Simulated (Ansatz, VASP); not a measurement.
# InAs: VASP beside Ansatz

```xyz
2
Lattice="0.0000 2.8414 2.8414 2.8414 0.0000 2.8414 2.8414 2.8414 0.0000" Properties=species:S:1:pos:R:3 pbc="T T T"
In    0.0000    0.0000    0.0000
As    2.8414    2.8414    2.8414
```

Alike in both runs: task single point; functional PBE; k mesh 6 × 6 × 6; occupations fermi-dirac, width 0.02 eV; no spin polarisation.

|  | VASP | Ansatz |
| --- | --- | --- |
| version | VASP 6.6.1 | Ansatz 0.2.0 |
| potentials or method | VASP PAW PBE potentials, release 64 (In_d, As) | plane waves |
| plane-wave cutoff (eV) | 520 | 420 |
| valence electrons in the cell | 18 | 28 |

Ansatz gave:

* pressure (GPa): 2.5

Task: Which values does VASP return?

Result: Pressure (GPa): 2.6.

VASP's potentials hold 18 valence electrons a cell and Ansatz's 28, so a difference there can come from the potentials and not from the codes.
